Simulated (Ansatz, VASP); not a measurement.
## BaTiO3: VASP beside Ansatz

INCAR

```
PREC = Accurate
ENCUT = 520
EDIFF = 1E-6
ISMEAR = -1
SIGMA = 0.05
LREAL = False
LASPH = True
NELM = 60
ALGO = Normal
ISIF = 2
LWAVE = False
LCHARG = False
GGA = PE
NBANDS = 51
```

KPOINTS

```
Automatic mesh
0
Gamma
  3 3 3
```

POSCAR

```
BaTiO3
1.0
    4.5338760500     -2.9379638800     -2.8444881300
   -4.1791542400     -2.1732400700      2.5787236500
   -4.6762392700      2.6713797400     -2.7780311600
Ba Ti O
2 2 6
Direct
    0.9929438400      0.4986419800      0.4991208400
    0.9981196900      0.9966392300      0.0001370000
    0.4952686900      0.2509026300      0.7392901800
    0.4933295800      0.7515767200      0.2408135500
    0.5108239000      0.5021635500      0.0106287500
    0.5104097200      0.0023124000      0.5087025000
    0.4954844800      0.4957351500      0.4991277600
    0.4955713100      0.9926633600      0.9992015800
    0.0111918500      0.0068669100      0.5088670800
    0.0044169400      0.5024980700      0.0016707600
```

File input.yaml:

```yaml
crystal:
  lattice:
    - [4.53387605, -2.93796388, -2.84448813]
    - [-4.17915424, -2.17324007, 2.57872365]
    - [-4.67623927, 2.67137974, -2.77803116]
  atoms:
    - { symbol: Ba, position: [0.99294384, 0.49864198, 0.49912084] }
    - { symbol: Ba, position: [0.99811969, 0.99663923, 0.000137] }
    - { symbol: Ti, position: [0.49526869, 0.25090263, 0.73929018] }
    - { symbol: Ti, position: [0.49332958, 0.75157672, 0.24081355] }
    - { symbol: O, position: [0.5108239, 0.50216355, 0.01062875] }
    - { symbol: O, position: [0.51040972, 0.0023124, 0.5087025] }
    - { symbol: O, position: [0.49548448, 0.49573515, 0.49912776] }
    - { symbol: O, position: [0.49557131, 0.99266336, 0.99920158] }
    - { symbol: O, position: [0.01119185, 0.00686691, 0.50886708] }
    - { symbol: O, position: [0.00441694, 0.50249807, 0.00167076] }
hamiltonian:
  xc: pbe
  pseudopotentials: { kind: paw }
kpoints:
  mp_grid: { grid: [3, 3, 3] }
scf:
  occupations: { method: fermi_dirac, width: 0.05 }
output:
  forces: true
  stress: true
  eigenvalues: true
  write_density: true
  write_potential: true
  elf: true
  volumetric_format: npy
```

Alike in both runs: task single point; functional PBE; k mesh 3 × 3 × 3; occupations fermi-dirac, width 0.05 eV; no spin polarisation.

|  | VASP | Ansatz |
| --- | --- | --- |
| version | VASP 6.6.1 | Ansatz 0.2.0 |
| potentials or method | VASP PAW PBE potentials, release 64 (Ba_sv, Ti_sv, O) | Ansatz PAW |
| plane-wave cutoff (eV) | 520 | 420 |
| valence electrons in the cell | 80 | 80 |

```csv
,VASP,Ansatz,Ansatz less VASP
gap on the k mesh at the Fermi level (eV),0.93,1.01,+0.078
least direct gap on the mesh (eV),0.93,1.01,+0.078
pressure (GPa),16.9,14.7,-2.21
"traceless stress, the component that is largest in VASP (GPa)",23.19,22.00,-1.183
rms of the force components (eV/Å),0.351,0.331,-0.0196
```

Atom by atom the forces differ by 0.024 eV/Å (rms over components).

The k mesh is coarse, so the values compare programs but aren't converged. Spin-orbit coupling is off throughout. Noted on Ansatz's run: odd divisions of the mesh miss points on the zone boundary, where band edges often lie, so the gap on the mesh can be too wide.
